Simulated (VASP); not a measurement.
# Ga (Pm-3n) in VASP: a series of runs

Runs on Ga. Level: RPBE. Tasks: single point, relaxation of cell and atoms.

Program: VASP 6.6.1. These are calculated values, not measurements. Logs are shortened: lines on timing, memory, paths and dates and some standing lists are left out, and cuts for length are marked.

## Step 1: The cell of the first run

Symmetry: Pm-3n, No. 223, cubic system. Conventional cell: a = 5.451 Å, b = 5.451 Å, c = 5.451 Å, α = 90.00°, β = 90.00°, γ = 90.00°. Within 4.0 Å of Ga (site symmetry m-3) lie 12 Ga at 3.05 Å. Ga (site symmetry -4m2) has 14 Ga at 2.73 to 3.34 Å within 3.6 Å.

## Step 2: Single point, RPBE

INCAR

```
SYSTEM = Ga
PREC = Accurate
ENCUT = 520
EDIFF = 1E-7
ISMEAR = -1
SIGMA = 0.1
LREAL = .FALSE.
LASPH = .TRUE.
NELM = 60
ALGO = Normal
ISIF = 2
LWAVE = .FALSE.
LCHARG = .FALSE.
GGA = RP
NBANDS = 62
```

KPOINTS

```
Automatic mesh
0
G
  5 5 5
  0 0 0
```

POSCAR

```
Ga
1.0
    5.4506074456      0.0000000000      0.0000000000
    0.0000000000      5.4506074456      0.0000000000
    0.0000000000      0.0000000000      5.4506074456
Ga
8
Direct
    1.0000000000      1.0000000000      1.0000000000
    0.5000000000      0.5000000000      0.5000000000
    0.2500000000      0.0000000000      0.5000000000
    0.7500000000      0.0000000000      0.5000000000
    0.5000000000      0.2500000000      1.0000000000
    0.5000000000      0.7500000000      1.0000000000
    1.0000000000      0.5000000000      0.2500000000
    1.0000000000      0.5000000000      0.7500000000
```

Potentials or basis: VASP PAW PBE potentials, release 64 (Ga_d).

On the command line:

```console
> cat potpaw_PBE.64/Ga_d/POTCAR > POTCAR
> mpirun -np 1 vasp_std > vasp.out
```

OUTCAR:

```text
SYSTEM = Ga
   PREC = Accurate
   ENCUT = 520
   EDIFF = 1E-7
   ISMEAR = -1
   LREAL = .FALSE.
   LASPH = .TRUE.
   NELM = 60
   ISIF = 2
   GGA = RP

 ion  position               nearest neighbor table
   1  0.000  0.000  0.000-
   2  0.500  0.500  0.500-
   3  0.250  0.000  0.500-   4 2.73   4 2.73
   4  0.750  0.000  0.500-   3 2.73   3 2.73
   5  0.500  0.250  0.000-   6 2.73   6 2.73
   6  0.500  0.750  0.000-   5 2.73   5 2.73
   7  0.000  0.500  0.250-   8 2.73   8 2.73
   8  0.000  0.500  0.750-   7 2.73   7 2.73

  LATTYP: Found a simple cubic cell.
 ALAT       =     5.4506074456

  Lattice vectors:

 A1 = (   5.4506074456,   0.0000000000,   0.0000000000)
 A2 = (   0.0000000000,   5.4506074456,   0.0000000000)
 A3 = (   0.0000000000,   0.0000000000,   5.4506074456)

Analysis of symmetry for initial positions (statically):
=====================================================================
 Subroutine PRICEL returns:
 Original cell was already a primitive cell.

 Routine SETGRP: Setting up the symmetry group for a
 simple cubic supercell.

 Subroutine GETGRP returns: Found 48 space group operations
 (whereof 24 operations were pure point group operations)
 out of a pool of 48 trial point group operations.

The static configuration has the point symmetry T_h .
 The point group associated with its full space group is O_h .

Analysis of symmetry for dynamics (positions and initial velocities):
=====================================================================
 Subroutine PRICEL returns:
 Original cell was already a primitive cell.

 Routine SETGRP: Setting up the symmetry group for a
 simple cubic supercell.

 Subroutine GETGRP returns: Found 48 space group operations
 (whereof 24 operations were pure point group operations)
 out of a pool of 48 trial point group operations.

The dynamic configuration has the point symmetry T_h .
 The point group associated with its full space group is O_h .

 Subroutine INISYM returns: Found 48 space group operations
 (whereof 24 operations are pure point group operations),
 and found     1 'primitive' translations

----------------------------------------------------------------------------------------

                                     Primitive cell

  volume of cell :     161.9328

  direct lattice vectors                    reciprocal lattice vectors
     5.450607446  0.000000000  0.000000000     0.183465790  0.000000000  0.000000000
     0.000000000  5.450607446  0.000000000     0.000000000  0.183465790  0.000000000
     0.000000000  0.000000000  5.450607446     0.000000000  0.000000000  0.183465790

  length of vectors
     5.450607446  5.450607446  5.450607446     0.183465790  0.183465790  0.183465790

  position of ions in fractional coordinates (direct lattice)
     0.000000000  0.000000000  0.000000000
     0.500000000  0.500000000  0.500000000
     0.250000000  0.000000000  0.500000000
     0.750000000  0.000000000  0.500000000
     0.500000000  0.250000000  0.000000000
     0.500000000  0.750000000  0.000000000
     0.000000000  0.500000000  0.250000000
     0.000000000  0.500000000  0.750000000

  ion indices of the primitive-cell ions
   primitive index   ion index
                 1           1
                 2           2
                 3           3
                 4           4
                 5           5
                 6           6
                 7           7
                 8           8

----------------------------------------------------------------------------------------

 KPOINTS: Automatic mesh

Automatic generation of k-mesh.
 Grid dimensions read from file:
 generate k-points for:    5    5    5

 Generating k-lattice:

  Cartesian coordinates                     Fractional coordinates (reciprocal lattice)
     0.036693158  0.000000000  0.000000000     0.200000000  0.000000000  0.000000000
     0.000000000  0.036693158  0.000000000     0.000000000  0.200000000  0.000000000
     0.000000000  0.000000000  0.036693158     0.000000000  0.000000000  0.200000000

  Length of vectors
     0.036693158  0.036693158  0.036693158

  Shift w.r.t. Gamma in fractional coordinates (k-lattice)
     0.000000000  0.000000000  0.000000000

 Subroutine IBZKPT returns following result:
 ===========================================

 Found     10 irreducible k-points:

 Following reciprocal coordinates:
            Coordinates               Weight
  0.000000  0.000000  0.000000      1.000000
  0.200000  0.000000  0.000000      6.000000
  0.400000  0.000000  0.000000      6.000000
  0.200000  0.200000  0.000000     12.000000
  0.400000  0.200000  0.000000     24.000000
  0.400000  0.400000  0.000000     12.000000
  0.200000  0.200000  0.200000      8.000000
  0.400000  0.200000  0.200000     24.000000
  0.400000  0.400000  0.200000     24.000000
  0.400000  0.400000  0.400000      8.000000
   k-points           NKPTS =     10   k-points in BZ     NKDIM =     10   number of bands    NBANDS=     62
   number of dos      NEDOS =    301   number of ions     NIONS =      8
   total plane-waves  NPLWV =  74088
   dimension x,y,z NGX =    42 NGY =   42 NGZ =   42
   dimension x,y,z NGXF=    84 NGYF=   84 NGZF=   84
   ions per type =               8
   NGX,Y,Z   is equivalent  to a cutoff of  12.81, 12.81, 12.81 a.u.
   NGXF,Y,Z  is equivalent  to a cutoff of  25.62, 25.62, 25.62 a.u.
 SYSTEM =  Ga
   PREC   = accura    normal or accurate (medium, high low for compatibility)
   ISTART =      0    job   : 0-new  1-cont  2-samecut
   ICHARG =      2    charge: 1-file 2-atom 10-const
   ISPIN  =      1    spin polarized calculation?
   LNONCOLLINEAR =      F non collinear calculations
   LSORBIT =      F    spin-orbit coupling
   LASPH  =      T    aspherical Exc in radial PAW
   ENCUT  =  520.0 eV  38.22 Ry    6.18 a.u.  10.13 10.13 10.13*2*pi/ulx,y,z
   NELM   =     60;   NELMIN=  2; NELMDL= -5     # of ELM steps
   EDIFF  = 0.1E-06   stopping-criterion for ELM
   LREAL  =      F    real-space projection
   EDIFFG = 0.1E-05   stopping-criterion for IOM
   NSW    =      0    number of steps for IOM
   IBRION =     -1    ionic relax: 0-MD 1-quasi-New 2-CG
   NFREE  =      0    steps in history (QN), initial steepest desc. (CG)
   ISIF   =      2    stress and relaxation
   ISYM   =      2    0-nonsym 1-usesym 2-fastsym
   POTIM  = 0.5000    time-step for ionic-motion
   TEBEG  =    0.0;   TEEND  =   0.0 temperature during run
   PSTRESS=    0.0 pullay stress
   NELECT =     104.0000    total number of electrons
   NUPDOWN=      -1.0000    fix difference up-down
   EMIN   =  10.00;   EMAX   =-10.00  energy-range for DOS
   EFERMI =   0.00;   METHOD = LEGACY
   ISMEAR =    -1;   SIGMA  =   0.10  broadening in eV -4-tet -1-fermi 0-gaus
   EFERMI_NEDOS =   21; number of points for ismear=-14 and -15
   IALGO  =     38    algorithm
   IMIX   =      4    mixing-type and parameters
     AMIX     =   0.40;   BMIX     =  1.00
     AMIX_MAG =   1.60;   BMIX_MAG =  1.00
  volume/ion in A,a.u.               =      20.24       136.60
  Fermi-wavevector in a.u.,A,eV,Ry     =   1.412454  2.669151 27.143988  1.995027
  Thomas-Fermi vector in A             =   2.534201
   LORBIT       =      0    0 simple, 1 ext, 2 COOP (PROOUT), +10 PAW based schemes
   GGA     = RP    functional components
   LHFCALC =     F    Hartree Fock is set to
   AEXX    =    0.0000 exact exchange contribution
   IVDW    =     0    specifies the selected vdW correction
   LEPSILON=     F    determine dielectric tensor
   LRPA    =     F    only Hartree local field effects (RPA)
 non-spin polarized calculation
  energy-cutoff  :      520.00
  volume of cell :      161.93
 maximum number of plane-waves:      4385
 NGX is ok and might be reduce to    42
   NGX = 21   NGY = 21   NGZ = 21

 number of electron     103.9999898 magnetization

 Free energy of the ion-electron system (eV)
  ---------------------------------------------------
  ext. energy  EPLUGINS =         0.00000000
  ---------------------------------------------------
  free energy    TOTEN  =       -20.12853386 eV

  energy without entropy =      -20.03787321  energy(sigma->0) =      -20.08320353

 E-fermi :   5.1959     XC(G=0): -10.5341

 val. band max:        5.1854444055   @ k =   0.4000   0.2000   0.0000
 cond. band min:       5.4257249660   @ k =   0.4000   0.2000   0.2000
 fundamental gap:      0.2402805605
 Fermi energy:         5.1959462907

 k-point     1 :       0.0000    0.0000    0.0000
  band No.  band energies     occupation
      1      -9.9979      2.00000
      2      -9.9979      2.00000
      3      -9.9945      2.00000
      4      -9.8936      2.00000
      5      -9.8936      2.00000
      6      -9.8936      2.00000
[... 54 lines left out ...]
     61      10.0307      0.00000
     62      10.0307      0.00000

 k-point     2 :       0.2000    0.0000    0.0000
  band No.  band energies     occupation
      1      -9.9963      2.00000
      2      -9.9942      2.00000
      3      -9.9582      2.00000
      4      -9.9097      2.00000
      5      -9.8847      2.00000
      6      -9.8847      2.00000
[... 54 lines left out ...]
     61       8.6793      0.00000
     62       8.6793      0.00000

 k-point     3 :       0.4000    0.0000    0.0000
  band No.  band energies     occupation
      1      -9.9933      2.00000
      2      -9.9922      2.00000
      3      -9.9194      2.00000
      4      -9.9048      2.00000
      5      -9.8719      2.00000
      6      -9.8719      2.00000
[... 444 lines left out ...]
     61       9.6555      0.00000
     62       9.8145      0.00000

 k-point    10 :       0.4000    0.4000    0.4000
  band No.  band energies     occupation
      1      -9.8761      2.00000
      2      -9.8761      2.00000
      3      -9.8736      2.00000
      4      -9.8736      2.00000
      5      -9.8725      2.00000
      6      -9.8606      2.00000
[... 54 lines left out ...]
     61       9.2284      0.00000
     62       9.4600      0.00000

------------------------ aborting loop because EDIFF is reached ----------------------------------------

  FORCE on cell =-STRESS in cart. coord.  units (eV):
  Direction    XX          YY          ZZ          XY          YZ          ZX
  --------------------------------------------------------------------------------------
  -------------------------------------------------------------------------------------
  Total        0.0727803      0.0727803      0.0727803     -0.0000000      0.0000000     -0.0000000
  in kB        0.7200947      0.7200947      0.7200947     -0.0000000      0.0000000     -0.0000000
  external PRESSURE =       0.7200947 kB  Pullay stress =       0.0000000 kB

 VOLUME and BASIS-vectors are now :
 -----------------------------------------------------------------------------
  energy-cutoff  :      520.00
  volume of cell :      161.93
      direct lattice vectors                 reciprocal lattice vectors
     5.450607446  0.000000000  0.000000000     0.183465790  0.000000000  0.000000000
     0.000000000  5.450607446  0.000000000     0.000000000  0.183465790  0.000000000
     0.000000000  0.000000000  5.450607446     0.000000000  0.000000000  0.183465790

 POSITION                                       TOTAL-FORCE (eV/Angst)
 -----------------------------------------------------------------------------------
      0.00000      0.00000      0.00000         0.000000      0.000000     -0.000000
      2.72530      2.72530      2.72530         0.000000      0.000000     -0.000000
      1.36265      0.00000      2.72530        -0.000000      0.000000      0.000000
      4.08796      0.00000      2.72530         0.000000     -0.000000     -0.000000
      2.72530      1.36265      0.00000         0.000000      0.000000     -0.000000
      2.72530      4.08796      0.00000         0.000000     -0.000000      0.000000
      0.00000      2.72530      1.36265         0.000000      0.000000     -0.000000
      0.00000      2.72530      4.08796         0.000000     -0.000000     -0.000000
 -----------------------------------------------------------------------------------
    total drift:                                0.000000     -0.000000     -0.000000

  FREE ENERGIE OF THE ION-ELECTRON SYSTEM (eV)
  ---------------------------------------------------
  free  energy   TOTEN  =       -20.1285338585 eV

  energy  without entropy=      -20.0378732076  energy(sigma->0) =      -20.08320353
```

Wall time 1.9 min (1 thread of Intel Xeon Platinum 8488C (Sapphire Rapids), shared host); peak memory 0.28 GiB.

What came out:

- Free energy: -20.1285 eV
- Pressure: 0.1 GPa
- Band gap on the k mesh: zero (bands 52 and 53 overlap by 2.62 eV)

Caveat: the PAW data sets were made with another functional, which shifts forces and pressure a little.

## Step 3: Single point, RPBE

INCAR

```
SYSTEM = Ga
PREC = Accurate ; ENCUT = 520
EDIFF = 1E-7 ; ISMEAR = -1
SIGMA = 0.1 ; LREAL = .False.
LASPH = .True. ; NELM = 60
ALGO = Normal ; ISIF = 2
LWAVE = .False. ; LCHARG = .True.
GGA = RP ; LELF = .True.
LVHAR = .True. ; NBANDS = 62
```

KPOINTS

```
Automatic mesh
0
Gamma
  6 6 6
  0 0 0
```

POSCAR is that of step 2.

Potentials or basis: VASP PAW PBE potentials, release 64 (Ga_d).

On the command line:

```console
> cat potpaw_PBE.64/Ga_d/POTCAR > POTCAR
> mpirun -np 1 vasp_std > vasp.out
```

Run time: 3.3 min. Hardware: 1 thread of Intel Xeon Platinum 8488C (Sapphire Rapids), shared host; peak memory 0.33 GiB.

The run converged. Its results:

| Property | Result |
| --- | --- |
| Free energy | -20.0992 eV |
| Pressure | -0.1 GPa |
| Band gap on the k mesh | zero (bands 52 and 53 overlap by 3.39 eV) |

Levels at points of the mesh, in eV from the Fermi level:
```
           k point  band 50  band 51  band 52  band 53  band 54  band 55
(0.00, 0.00, 0.00)    -1.13    -0.36    -0.36    -0.36     0.12     0.12
(0.50, 0.00, 0.00)    -3.07    -0.10    -0.10     0.60     0.60     1.37
(0.50, 0.50, 0.00)    -2.00    -2.00    -1.33     1.96     1.98     2.56
(0.50, 0.50, 0.50)     2.80     2.80     2.80     2.80     2.80     3.37
```

Caveat: the PAW data sets were made with another functional, which shifts forces and pressure a little.

## Step 4: Relaxation of cell and atoms, RPBE

This run uses another cell than the first one, of 19.59 Å³/atom.

INCAR

```
PREC = Accurate
ENCUT = 600
EDIFF = 1E-6
ISMEAR = -1
SIGMA = 0.1
LREAL = F
LASPH = T
NELM = 100
ALGO = Normal
ISIF = 3
LWAVE = F
LCHARG = F
GGA = RP
IBRION = 2
NSW = 80
EDIFFG = -0.01
```

KPOINTS

```
regular mesh
0
Gamma
  5 5 5
```

POSCAR

```
Ga
1.0
    5.3919379051      0.0000000000      0.0000000000
    0.0000000000      5.3919379051      0.0000000000
    0.0000000000      0.0000000000      5.3919379051
Ga
8
Direct
    0.0000000000      0.0000000000      0.0000000000
    0.5000000000      0.5000000000      0.5000000000
    0.2500000000      0.0000000000      0.5000000000
    0.7500000000      0.0000000000      0.5000000000
    0.5000000000      0.2500000000      0.0000000000
    0.5000000000      0.7500000000      0.0000000000
    0.0000000000      0.5000000000      0.2500000000
    0.0000000000      0.5000000000      0.7500000000
```

On the command line:

```console
> cat potpaw_PBE.64/Ga_d/POTCAR > POTCAR
> mpirun -np 1 vasp_std > vasp.out
```

Wall time 6.2 min (1 thread of Intel Xeon Platinum 8488C (Sapphire Rapids), shared host); peak memory 0.37 GiB.

The run converged. Its results:

```
Free energy                           : -20.1244 eV
Relaxed volume                        : 20.10 Å³/atom
Relaxed cell                          : a = 5.438 Å, b = 5.438 Å, c = 5.438 Å, α = 90.00°, β = 90.00°, γ = 90.00°
Space group after relaxing (to 0.1 Å) : Pm-3n (No. 223)
Energy gained by relaxing             : 2.9 meV/atom
Ionic steps                           : 5
Pressure after relaxing               : 0.0 GPa
Band gap on the k mesh                : zero (bands 52 and 53 overlap by 2.64 eV)
```

The path:
| step | energy change (eV) | largest force (eV/Å) | pressure (GPa) | volume (Å³) |
| --- | --- | --- | --- | --- |
| 1 | 0.0000 | 0.0000 | 1.32 | 156.76 |
| 2 | -0.0222 | 0.0000 | -0.37 | 160.46 |
| 3 | -0.0213 | 0.0000 | 0.54 | 160.14 |
| 4 | -0.0219 | 0.0000 | 0.45 | 160.33 |
| 5 | -0.0230 | 0.0000 | 0.00 | 160.78 |

Final structure:
```
Ga
1.0
     5.43761    0.00000    0.00000
     0.00000    5.43761    0.00000
     0.00000    0.00000    5.43761
Ga
8
Direct
  0.00000 0.00000 0.00000
  0.50000 0.50000 0.50000
  0.25000 0.00000 0.50000
  0.75000 0.00000 0.50000
  0.50000 0.25000 0.00000
  0.50000 0.75000 0.00000
  0.00000 0.50000 0.25000
  0.00000 0.50000 0.75000
```

Levels at points of the mesh, in eV from the Fermi level:
```tsv
k point	band 49	band 50	band 51	band 52	band 53	band 54	band 55	band 56
(0.00, 0.00, 0.00)	-1.30	-1.30	-0.51	-0.51	-0.51	-0.04	-0.04	-0.04
```

Caveat: the PAW data sets were made with another functional, which shifts forces and pressure a little.

## Step 5: Summary

```csv
task,cell,k mesh,cutoff (eV),gap on the mesh (eV),pressure (GPa)
single point,"a = 5.451 Å, 8 atoms",5 × 5 × 5,520,none,0.1
single point,"a = 5.451 Å, 8 atoms",6 × 6 × 6,520,none,-0.1
relaxation of cell and atoms,"relaxed from a = 5.392 Å, 8 atoms",5 × 5 × 5,600,none,0.0
```

Alike in all rows: level RPBE; potentials or basis VASP PAW PBE potentials, release 64 (Ga_d); no spin polarisation; smearing fermi-dirac 0.1 eV.

Caveats: the PAW data sets were made with another functional, which shifts forces and pressure a little.

Absolute energies hang on the potentials; compare differences alone.

The gap in the log of VASP goes by the Fermi energy; the results here count the filled bands.